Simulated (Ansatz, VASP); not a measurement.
## Two plane-wave programs on ZnS

File INCAR:

```
PREC     = Accurate       # precision mode
ENCUT    = 600            # plane-wave cutoff, eV
EDIFF    = 1E-6           # SCF threshold, eV
ISMEAR   = 0              # smearing method
SIGMA    = 0.02           # smearing width, eV
LREAL    = False          # projectors in reciprocal space
LASPH    = True           # aspherical terms in the spheres
NELM     = 60             # most SCF steps
ALGO     = Normal         # electronic algorithm
ISIF     = 3              # what is computed and relaxed
LWAVE    = False          # write WAVECAR
LCHARG   = False          # write CHGCAR
GGA      = PS             # functional
IBRION   = 2              # ionic algorithm
NSW      = 100            # ionic steps
EDIFFG   = -0.002         # ionic threshold
```

KPOINTS

```
Automatic mesh
0
Gamma
  10 10 10
```

Contents of POSCAR:

```
ZnS
1.0
    0.0000000000      2.6936828800      2.6936828800
    2.6936828800      0.0000000000      2.6936828800
    2.6936828800      2.6936828800      0.0000000000
Zn S
1 1
Direct
    0.0000000000      0.0000000000      0.0000000000
    0.7500000000      0.7500000000      0.7500000000
```

Input for Ansatz:

```yaml
crystal:
  lattice:
    - [0.0, 2.69368288, 2.69368288]
    - [2.69368288, 0.0, 2.69368288]
    - [2.69368288, 2.69368288, 0.0]
  atoms:
    - { symbol: Zn, position: [0.0, 0.0, 0.0] }
    - { symbol: S, position: [0.75, 0.75, 0.75] }
basis:
  ecutwfc: 420
kpoints:
  mp_grid: { grid: [10, 10, 10] }
hamiltonian:
  xc: pbesol
  pseudopotentials: { kind: paw, azcp: { folder: soft_1 } }
scf:
  occupations: { method: gaussian, width: 0.02 }
output:
  forces: true
  stress: true
  eigenvalues: true
  write_density: true
  write_potential: true
  elf: true
  volumetric_format: npy
relax:
  adjacent_minimum: "off"
  f_tol: 0.002
  max_steps: 80
  cell: { stress_tol: 0.02 }
```

Alike in both runs: task relaxation of cell and atoms; functional PBEsol; k mesh 10 × 10 × 10; occupations gaussian, width 0.02 eV; no spin polarisation.

|  | VASP | Ansatz |
| --- | --- | --- |
| version | VASP 6.6.1 | Ansatz 0.2.0 |
| potentials or method | VASP PAW PBE potentials, release 64 (Zn, S), cutoff 600 eV | scalar-relativistic, plane waves, PAW |
| valence electrons in the cell | 18 | 18 |

VASP gave:

| Item | Value |
| --- | --- |
| gap on the k mesh at the Fermi level, each at its own relaxed structure (eV) | 2.08 |
| relaxed volume (Å³/atom) | 19.27 |
| relaxed cell length with the largest relative difference (Å) | 3.791 |

Which values does Ansatz return?

gap on the k mesh at the Fermi level, each at its own relaxed structure (eV): 2.08; relaxed volume (Å³/atom): 19.21; relaxed cell length with the largest relative difference (Å): 3.788.

VASP's potentials were made for PBE, not for PBEsol, and Ansatz warns of the same on its side.
